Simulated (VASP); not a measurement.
Input of a VASP 6.6.1 run:

File INCAR:

```
  ALGO = Normal
  EDIFF = 1E-6
  ENCUT = 520
  GGA = PE
  ISIF = 2
  ISMEAR = 0
  LASPH = True
  LCHARG = False
  LREAL = False
  LWAVE = False
  NBANDS = 11
  NELM = 80
  PREC = Accurate
  SIGMA = 0.05
```

File KPOINTS:

```
k-points
0
Gamma
  12 12 12
```

File POSCAR:

```
BP
1.0
    0.0000000000      2.2434749487      2.2434749487
    2.2434749487      0.0000000000      2.2434749487
    2.2434749487      2.2434749487      0.0000000000
B P
1 1
Direct
    0.0000000000      0.0000000000      0.0000000000
    0.7500000000      0.7500000000      0.7500000000
```

Potentials or basis: VASP PAW PBE potentials, release 64 (B, P).

Run with:

```bash
$ cat potpaw_PBE.64/B/POTCAR potpaw_PBE.64/P/POTCAR > POTCAR
$ mpirun -np 1 vasp_std > vasp.out
```

(1) What does it give for the band gap on the k mesh?

(2) Estimate the pressure.

## Answers

(1) 1.19 eV, indirect (least direct gap 3.45 eV).

(2) 6.9 GPa.
